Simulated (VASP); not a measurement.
A run of VASP 6.6.1:

File INCAR:

```
SYSTEM = Zr2Si2C
  ALGO = Normal
  EDIFF = 1E-6
  ENCUT = 520
  GGA = PE
  ISIF = 2
  ISMEAR = 0
  LASPH = .True.
  LCHARG = .True.
  LELF = .True.
  LREAL = .False.
  LVHAR = .True.
  LWAVE = .False.
  NBANDS = 26
  NELM = 60
  PREC = Accurate
  SIGMA = 0.1
```

The input KPOINTS:

```
k-points
0
Gamma
  6 6 4
  0 0 0
```

POSCAR

```
Zr2Si2C
1.0
    3.5235576907     -0.0000000025      0.0000000000
   -1.7617788431      3.0514904731      0.0000000000
    0.0000000000      0.0000000000      7.3873737363
Zr Si C
2 2 1
Direct
    0.3333333333      0.6666666667      0.8324081098
    0.6666666667      0.3333333333      0.1675918902
    0.3333333333      0.6666666667      0.4250938002
    0.6666666667      0.3333333333      0.5749061998
    0.0000000000      0.0000000000      0.0000000000
```

Potentials or basis: VASP PAW PBE potentials, release 64 (Zr_sv, Si, C).

Run with:

```sh
$ cat potpaw_PBE.64/Zr_sv/POTCAR potpaw_PBE.64/Si/POTCAR potpaw_PBE.64/C/POTCAR > POTCAR
$ mpirun -np 1 vasp_std > vasp.out
```

Hardware: 1 thread of Oxide Virtual Turin-like Processor (shared host).

Q: How long does it take, and how much memory?

A: It took 85 s on 1 thread of Oxide Virtual Turin-like Processor (shared host), peak memory 0.18 GiB. Counts: scf iterations 14, k points 24.
